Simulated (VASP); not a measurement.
Input of a VASP 6.6.1 run:

File POSCAR:

```
C
1.0
    2.4558442448      0.0000000000      0.0000000000
   -1.2279221224      2.1268235037      0.0000000000
    0.0000000000      0.0000000000     32.7441727485
C
4
Direct
    0.0000000000      0.0000000000      0.4463069079
    0.6666666667      0.3333333333      0.4463037598
    0.0000000000      0.0000000000      0.5536930921
    0.3333333333      0.6666666667      0.5536962402
```

INCAR.step1

```
  PREC = Accurate
  ENCUT = 580
  ISMEAR = 0
  SIGMA = 0.1
  LREAL = False
  LASPH = True
  NELM = 120
  LDIPOL = True
  IDIPOL = 3
  DIPOL = 0.5 0.5 0.500
  NBANDS = 16
  GGA = PE
  ALGO = Normal
  EDIFF = 1E-5
  LWAVE = True
  LCHARG = False
  GGA_COMPAT = False
  NELMDL = -8
```

File INCAR.step2:

```
  PREC = Accurate
  ENCUT = 580
  EDIFF = 1E-6
  ISMEAR = 0
  SIGMA = 0.1
  LREAL = False
  LASPH = True
  NELM = 120
  ALGO = Normal
  ISIF = 2
  LWAVE = False
  LCHARG = True
  LDIPOL = True
  IDIPOL = 3
  DIPOL = 0.5 0.5 0.500
  METAGGA = R2SCAN
  LMIXTAU = True
  LELF = True
  LVHAR = True
  LVACPOTAV = True
  NBANDS = 16
  ISTART = 1
  GGA_COMPAT = False
```

The input KPOINTS:

```
regular mesh
0
Gamma
  21 21 1
```

Potentials or basis: VASP PAW PBE potentials, release 64 (C).

Command:

```bash
$ cat potpaw_PBE.64/C/POTCAR > POTCAR
$ cp INCAR.step1 INCAR
$ mpirun -np 1 vasp_std > vasp.out
$ cp INCAR.step2 INCAR
$ mpirun -np 1 vasp_std > vasp.out
```

Q: What does it give for the work function of the lower face?

A: 4.29 eV.

Q: Estimate the work function of the upper face.

A: 4.29 eV.

Q: Predict the band gap on the k mesh.

A: Zero (filled and empty bands touch).
